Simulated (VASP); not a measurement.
A run of VASP 6.6.1:

The input POSCAR:

```
KH3F4
1.0
    3.7016096994      2.1371253564      3.8159349770
   -3.7016096994      2.1371253564      3.8159349770
    0.0000000000     -4.2742507128      3.8159349770
K H F
2 6 8
Direct
    0.0000000000      0.0000000000      0.0000000000
    0.5000000000      0.5000000000      0.5000000000
    0.4403082600      0.2500000000      0.0596917400
    0.2500000000      0.0596917400      0.4403082600
    0.7500000000      0.9403082600      0.5596917400
    0.9403082600      0.5596917400      0.7500000000
    0.0596917400      0.4403082600      0.2500000000
    0.5596917400      0.7500000000      0.9403082600
    0.7500000000      0.0733909700      0.4266090300
    0.9266090300      0.5733909700      0.2500000000
    0.2500000000      0.9266090300      0.5733909700
    0.5733909700      0.2500000000      0.9266090300
    0.2500000000      0.2500000000      0.2500000000
    0.7500000000      0.7500000000      0.7500000000
    0.4266090300      0.7500000000      0.0733909700
    0.0733909700      0.4266090300      0.7500000000
```

The input INCAR.step1:

```
SYSTEM = KH3F4
PREC     = Accurate       ! precision mode
ENCUT    = 520            ! plane-wave cutoff, eV
ISMEAR   = -1             ! smearing method
SIGMA    = 0.02           ! smearing width, eV
LREAL    = Auto         
LASPH    = .TRUE.         ! aspherical terms in the spheres
NELM     = 60             ! most SCF steps
NBANDS   = 54             ! bands
GGA      = PE             ! functional
ALGO     = Normal         ! electronic algorithm
EDIFF    = 1E-4           ! SCF threshold, eV
LWAVE    = .TRUE.         ! write WAVECAR
LCHARG   = .FALSE.        ! write CHGCAR
```

Contents of INCAR.step2:

```
SYSTEM = KH3F4
PREC     = Accurate       ! precision mode
ENCUT    = 520            ! plane-wave cutoff, eV
EDIFF    = 1E-8           ! SCF threshold, eV
ISMEAR   = -1             ! smearing method
SIGMA    = 0.02           ! smearing width, eV
LREAL    = Auto         
LASPH    = .TRUE.         ! aspherical terms in the spheres
NELM     = 60             ! most SCF steps
ALGO     = Normal         ! electronic algorithm
ISIF     = 2              ! what is computed and relaxed
LWAVE    = .FALSE.        ! write WAVECAR
LCHARG   = .FALSE.        ! write CHGCAR
METAGGA  = R2SCAN         ! meta-GGA
LMIXTAU  = .TRUE.       
LEFG     = .TRUE.       
NBANDS   = 54             ! bands
ISTART   = 1
```

KPOINTS

```
Automatic mesh
0
G
  4 4 4
  0 0 0
```

Potentials or basis: VASP PAW PBE potentials, release 64 (K_sv, H, F).

Run with:

```sh
$ cat potpaw_PBE.64/K_sv/POTCAR potpaw_PBE.64/H/POTCAR potpaw_PBE.64/F/POTCAR > POTCAR
$ cp INCAR.step1 INCAR
$ mpirun -np 1 vasp_std > vasp.out
$ cp INCAR.step2 INCAR
$ mpirun -np 1 vasp_std > vasp.out
```

Hardware: 1 thread of Intel(R) Xeon(R) Platinum 8259CL CPU @ 2.50GHz (Skylake/Cascade Lake), with other jobs on the host.

Task: Estimate the wall time of this run.

Result: Run time: 10 min on 1 thread of Intel(R) Xeon(R) Platinum 8259CL CPU @ 2.50GHz (Skylake/Cascade Lake) (shared host), peak memory 0.38 GiB. Counts: k points 13.
